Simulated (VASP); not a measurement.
# Os2PtBr6 (Fm-3m) in VASP: single point with PBE

Aim: the single point of Os2PtBr6 with PBE.

All numbers are computed with VASP 6.6.1; they aren't measurements. Logs are shortened: lines on timing, memory, paths and dates and some standing lists are left out, and cuts for length are marked.

## 1. The cell of the first run

The structure is cubic, space group Fm-3m (No. 225). The conventional cell has a = 9.642 Å, b = 9.642 Å, c = 9.642 Å, α = 90.00°, β = 90.00°, γ = 90.00°. Within 3.1 Å of Pt (site symmetry m-3m) lie 6 Br at 2.31 Å. Within 4.5 Å of Os (site symmetry -43m) lie 12 Br at 3.41 Å and 4 Pt at 4.17 Å. Br (site symmetry 4mm) has 1 Pt at 2.31 Å within 3.1 Å.

## 2. Single point, PBE

Input file INCAR:

```
SYSTEM = Os2PtBr6
ALGO = Normal ; EDIFF = 1E-6
ENCUT = 600 ; GGA = PE
GGA_COMPAT = .FALSE. ; ISIF = 2
ISMEAR = -1 ; LASPH = .TRUE.
LCHARG = .FALSE. ; LREAL = .FALSE.
LWAVE = .FALSE. ; NBANDS = 44
NELM = 120 ; PREC = Accurate
SIGMA = 0.1
```

Input file KPOINTS:

```
k-points
0
G
  6 6 6
  0 0 0
```

Input file POSCAR:

```
Os2PtBr6
1.0
    0.0000000000      4.8208290000      4.8208290000
    4.8208290000      0.0000000000      4.8208290000
    4.8208290000      4.8208290000      0.0000000000
Pt Os Br
1 2 6
Direct
    0.0000000000      0.0000000000      0.0000000000
    0.2500000000      0.2500000000      0.2500000000
    0.7500000000      0.7500000000      0.7500000000
    0.7600000000      0.2400000000      0.2400000000
    0.2400000000      0.7600000000      0.2400000000
    0.2400000000      0.7600000000      0.7600000000
    0.7600000000      0.2400000000      0.7600000000
    0.2400000000      0.2400000000      0.7600000000
    0.7600000000      0.7600000000      0.2400000000
```

Potentials or basis: VASP PAW PBE potentials, release 64 (Pt, Os, Br).

Started as:

```console
cat potpaw_PBE.64/Pt/POTCAR potpaw_PBE.64/Os/POTCAR potpaw_PBE.64/Br/POTCAR > POTCAR
mpirun -np 1 vasp_std > vasp.out
```

OUTCAR:

```text
SYSTEM = Os2PtBr6
   EDIFF = 1E-6
   ENCUT = 600
   GGA = PE
   ISIF = 2
   ISMEAR = -1
   LASPH = .TRUE.
   LREAL = .FALSE.
   NELM = 120
   PREC = Accurate

 ion  position               nearest neighbor table
   1  0.000  0.000  0.000-   4 2.31   5 2.31   6 2.31   7 2.31   8 2.31   9 2.31
   2  0.250  0.250  0.250-
   3  0.750  0.750  0.750-
   4  0.760  0.240  0.240-   1 2.31
   5  0.240  0.760  0.240-   1 2.31
   6  0.240  0.760  0.760-   1 2.31
   7  0.760  0.240  0.760-   1 2.31
   8  0.240  0.240  0.760-   1 2.31
   9  0.760  0.760  0.240-   1 2.31

  LATTYP: Found a face centered cubic cell.
 ALAT       =     9.6416580000

  Lattice vectors:

 A1 = (   0.0000000000,   4.8208290000,   4.8208290000)
 A2 = (   4.8208290000,   0.0000000000,   4.8208290000)
 A3 = (   4.8208290000,   4.8208290000,   0.0000000000)

Analysis of symmetry for initial positions (statically):
=====================================================================
 Subroutine PRICEL returns:
 Original cell was already a primitive cell.

 Routine SETGRP: Setting up the symmetry group for a
 face centered cubic supercell.

 Subroutine GETGRP returns: Found 48 space group operations
 (whereof 48 operations were pure point group operations)
 out of a pool of 48 trial point group operations.

The static configuration has the point symmetry O_h .

Analysis of symmetry for dynamics (positions and initial velocities):
=====================================================================
 Subroutine PRICEL returns:
 Original cell was already a primitive cell.

 Routine SETGRP: Setting up the symmetry group for a
 face centered cubic supercell.

 Subroutine GETGRP returns: Found 48 space group operations
 (whereof 48 operations were pure point group operations)
 out of a pool of 48 trial point group operations.

The dynamic configuration has the point symmetry O_h .

 Subroutine INISYM returns: Found 48 space group operations
 (whereof 48 operations are pure point group operations),
 and found     1 'primitive' translations

----------------------------------------------------------------------------------------

                                     Primitive cell

  volume of cell :     224.0759

  direct lattice vectors                    reciprocal lattice vectors
     0.000000000  4.820829000  4.820829000    -0.103716601  0.103716601  0.103716601
     4.820829000  0.000000000  4.820829000     0.103716601 -0.103716601  0.103716601
     4.820829000  4.820829000  0.000000000     0.103716601  0.103716601 -0.103716601

  length of vectors
     6.817681754  6.817681754  6.817681754     0.179642423  0.179642423  0.179642423

  position of ions in fractional coordinates (direct lattice)
     0.000000000  0.000000000  0.000000000
     0.250000000  0.250000000  0.250000000
     0.750000000  0.750000000  0.750000000
     0.760000000  0.240000000  0.240000000
     0.240000000  0.760000000  0.240000000
     0.240000000  0.760000000  0.760000000
     0.760000000  0.240000000  0.760000000
     0.240000000  0.240000000  0.760000000
     0.760000000  0.760000000  0.240000000

  ion indices of the primitive-cell ions
   primitive index   ion index
                 1           1
                 2           2
                 3           3
                 4           4
                 5           5
                 6           6
                 7           7
                 8           8
                 9           9

----------------------------------------------------------------------------------------

 KPOINTS: k-points

Automatic generation of k-mesh.
 Grid dimensions read from file:
 generate k-points for:    6    6    6

 Generating k-lattice:

  Cartesian coordinates                     Fractional coordinates (reciprocal lattice)
    -0.017286100  0.017286100  0.017286100     0.166666667  0.000000000  0.000000000
     0.017286100 -0.017286100  0.017286100     0.000000000  0.166666667  0.000000000
     0.017286100  0.017286100 -0.017286100     0.000000000  0.000000000  0.166666667

  Length of vectors
     0.029940404  0.029940404  0.029940404

  Shift w.r.t. Gamma in fractional coordinates (k-lattice)
     0.000000000  0.000000000  0.000000000

 Subroutine IBZKPT returns following result:
 ===========================================

 Found     16 irreducible k-points:

 Following reciprocal coordinates:
            Coordinates               Weight
  0.000000  0.000000  0.000000      1.000000
  0.166667  0.000000  0.000000      8.000000
  0.333333  0.000000  0.000000      8.000000
  0.500000  0.000000  0.000000      4.000000
  0.166667  0.166667  0.000000      6.000000
  0.333333  0.166667  0.000000     24.000000
[... 8 lines left out ...]
 -0.333333  0.333333  0.166667     24.000000
 -0.333333  0.500000  0.166667     12.000000
   k-points           NKPTS =     16   k-points in BZ     NKDIM =     16   number of bands    NBANDS=     44
   number of dos      NEDOS =    301   number of ions     NIONS =      9
   total plane-waves  NPLWV = 157464
   dimension x,y,z NGX =    54 NGY =   54 NGZ =   54
   dimension x,y,z NGXF=   108 NGYF=  108 NGZF=  108
   ions per type =               1   2   6
   NGX,Y,Z   is equivalent  to a cutoff of  13.17, 13.17, 13.17 a.u.
   NGXF,Y,Z  is equivalent  to a cutoff of  26.34, 26.34, 26.34 a.u.
 SYSTEM =  Os2PtBr6
   PREC   = accura    normal or accurate (medium, high low for compatibility)
   ISTART =      0    job   : 0-new  1-cont  2-samecut
   ICHARG =      2    charge: 1-file 2-atom 10-const
   ISPIN  =      1    spin polarized calculation?
   LNONCOLLINEAR =      F non collinear calculations
   LSORBIT =      F    spin-orbit coupling
   LASPH  =      T    aspherical Exc in radial PAW
   ENCUT  =  600.0 eV  44.10 Ry    6.64 a.u.  13.62 13.62 13.62*2*pi/ulx,y,z
   NELM   =    120;   NELMIN=  2; NELMDL= -5     # of ELM steps
   EDIFF  = 0.1E-05   stopping-criterion for ELM
   LREAL  =      F    real-space projection
   EDIFFG = 0.1E-04   stopping-criterion for IOM
   NSW    =      0    number of steps for IOM
   IBRION =     -1    ionic relax: 0-MD 1-quasi-New 2-CG
   NFREE  =      0    steps in history (QN), initial steepest desc. (CG)
   ISIF   =      2    stress and relaxation
   ISYM   =      2    0-nonsym 1-usesym 2-fastsym
   POTIM  = 0.5000    time-step for ionic-motion
   TEBEG  =    0.0;   TEEND  =   0.0 temperature during run
   PSTRESS=    0.0 pullay stress
   NELECT =      68.0000    total number of electrons
   NUPDOWN=      -1.0000    fix difference up-down
   EMIN   =  10.00;   EMAX   =-10.00  energy-range for DOS
   EFERMI =   0.00;   METHOD = LEGACY
   ISMEAR =    -1;   SIGMA  =   0.10  broadening in eV -4-tet -1-fermi 0-gaus
   EFERMI_NEDOS =   21; number of points for ismear=-14 and -15
   IALGO  =     38    algorithm
   IMIX   =      4    mixing-type and parameters
     AMIX     =   0.40;   BMIX     =  1.00
     AMIX_MAG =   1.60;   BMIX_MAG =  1.00
  volume/ion in A,a.u.               =      24.90       168.02
  Fermi-wavevector in a.u.,A,eV,Ry     =   1.100135  2.078954 16.467098  1.210298
  Thomas-Fermi vector in A             =   2.236541
   LORBIT       =      0    0 simple, 1 ext, 2 COOP (PROOUT), +10 PAW based schemes
   GGA     = PE    functional components
   LHFCALC =     F    Hartree Fock is set to
   AEXX    =    0.0000 exact exchange contribution
   IVDW    =     0    specifies the selected vdW correction
   LEPSILON=     F    determine dielectric tensor
   LRPA    =     F    only Hartree local field effects (RPA)
 non-spin polarized calculation
  energy-cutoff  :      600.00
  volume of cell :      224.08
 maximum number of plane-waves:      7522
   NGX = 27   NGY = 27   NGZ = 27

 number of electron      68.0000012 magnetization

 Free energy of the ion-electron system (eV)
  ---------------------------------------------------
  ext. energy  EPLUGINS =         0.00000000
  ---------------------------------------------------
  free energy    TOTEN  =       -24.00689423 eV

  energy without entropy =      -23.33274857  energy(sigma->0) =      -23.66982140

 E-fermi :   3.8097     XC(G=0):  -9.7709

 val. band max:        3.8021884279   @ k =  -0.3333   0.5000   0.1667
 cond. band min:       3.8128348235   @ k =  -0.3333   0.3333   0.0000
 fundamental gap:      0.0106463956
 Fermi energy:         3.8096619479

 k-point     1 :       0.0000    0.0000    0.0000
  band No.  band energies     occupation
      1     -13.3846      2.00000
      2     -12.0549      2.00000
      3     -12.0549      2.00000
      4     -12.0549      2.00000
      5     -12.0151      2.00000
      6     -12.0151      2.00000
[... 36 lines left out ...]
     43      10.2728      0.00000
     44      10.2728      0.00000

 k-point     2 :       0.1667    0.0000    0.0000
  band No.  band energies     occupation
      1     -13.3411      2.00000
      2     -12.1220      2.00000
      3     -12.0832      2.00000
      4     -12.0832      2.00000
      5     -11.9863      2.00000
      6     -11.9863      2.00000
[... 36 lines left out ...]
     43       9.9245      0.00000
     44      10.4201      0.00000

 k-point     3 :       0.3333    0.0000    0.0000
  band No.  band energies     occupation
      1     -13.2382      2.00000
      2     -12.2712      2.00000
      3     -12.1133      2.00000
      4     -12.1133      2.00000
      5     -11.9554      2.00000
      6     -11.9554      2.00000
[... 600 lines left out ...]
     43       8.3593      0.00000
     44       8.9847      0.00000

 k-point    16 :      -0.3333    0.5000    0.1667
  band No.  band energies     occupation
      1     -13.1096      2.00000
      2     -12.3544      2.00000
      3     -12.1071      2.00000
      4     -12.0870      2.00000
      5     -12.0768      2.00000
      6     -11.9669      2.00000
[... 36 lines left out ...]
     43       8.5405      0.00000
     44       8.8274      0.00000

------------------------ aborting loop because EDIFF is reached ----------------------------------------

  FORCE on cell =-STRESS in cart. coord.  units (eV):
  Direction    XX          YY          ZZ          XY          YZ          ZX
  --------------------------------------------------------------------------------------
  -------------------------------------------------------------------------------------
  Total        8.6774236      8.6774236      8.6774236     -0.0000000      0.0000000      0.0000000
  in kB       62.0449162     62.0449162     62.0449162     -0.0000000      0.0000000      0.0000000
  external PRESSURE =      62.0449162 kB  Pullay stress =       0.0000000 kB

 VOLUME and BASIS-vectors are now :
 -----------------------------------------------------------------------------
  energy-cutoff  :      600.00
  volume of cell :      224.08
      direct lattice vectors                 reciprocal lattice vectors
     0.000000000  4.820829000  4.820829000    -0.103716601  0.103716601  0.103716601
     4.820829000  0.000000000  4.820829000     0.103716601 -0.103716601  0.103716601
     4.820829000  4.820829000  0.000000000     0.103716601  0.103716601 -0.103716601

 POSITION                                       TOTAL-FORCE (eV/Angst)
 -----------------------------------------------------------------------------------
      0.00000      0.00000      0.00000         0.000000     -0.000000     -0.000000
      2.41041      2.41041      2.41041         0.000000     -0.000000     -0.000000
      7.23124      7.23124      7.23124        -0.000000     -0.000000     -0.000000
      2.31400      4.82083      4.82083         2.881376     -0.000000     -0.000000
      4.82083      2.31400      4.82083         0.000000      2.881376     -0.000000
      7.32766      4.82083      4.82083        -2.881376     -0.000000     -0.000000
      4.82083      7.32766      4.82083         0.000000     -2.881376     -0.000000
      4.82083      4.82083      2.31400         0.000000     -0.000000      2.881376
      4.82083      4.82083      7.32766         0.000000     -0.000000     -2.881376
 -----------------------------------------------------------------------------------
    total drift:                                0.000000      0.000000     -0.000000

  FREE ENERGIE OF THE ION-ELECTRON SYSTEM (eV)
  ---------------------------------------------------
  free  energy   TOTEN  =       -24.0068942273 eV

  energy  without entropy=      -23.3327485699  energy(sigma->0) =      -23.66982140
```

Run time: 9.3 min. Hardware: 1 thread of Intel Xeon 8259CL, shared host; peak memory 0.49 GiB.

Results:

- Free energy: -24.0069 eV
- Pressure: 6.2 GPa
- Largest force: 2.881 eV/Å
- Band gap on the k mesh: zero (bands 34 and 35 overlap by 0.64 eV)

Forces on the atoms (eV/Å):
```
Pt   0.000  0.000  0.000
Os   0.000  0.000  0.000
Os   0.000  0.000  0.000
Br   2.881  0.000  0.000
Br   0.000  2.881  0.000
Br  -2.881  0.000  0.000
Br   0.000 -2.881  0.000
Br   0.000  0.000  2.881
Br   0.000  0.000 -2.881
```

Levels at points of the mesh, in eV from the Fermi level:
```
           k point  band 31  band 32  band 33  band 34  band 35  band 36
(0.00, 0.00, 0.00)    -0.73    -0.55    -0.55    -0.55    -0.46    -0.46
(0.50, 0.00, 0.00)    -0.43    -0.43    -0.43     0.19     0.19     0.27
(0.50, 0.50, 0.00)    -0.38    -0.19     0.12     0.15     0.25     0.25
```

Caveat: the cell stands under pressure; spin-orbit coupling is left out, which moves the levels of the heavy elements; forces of over 1 eV/Å act on the atoms, so gaps and moduli don't describe the material at rest.
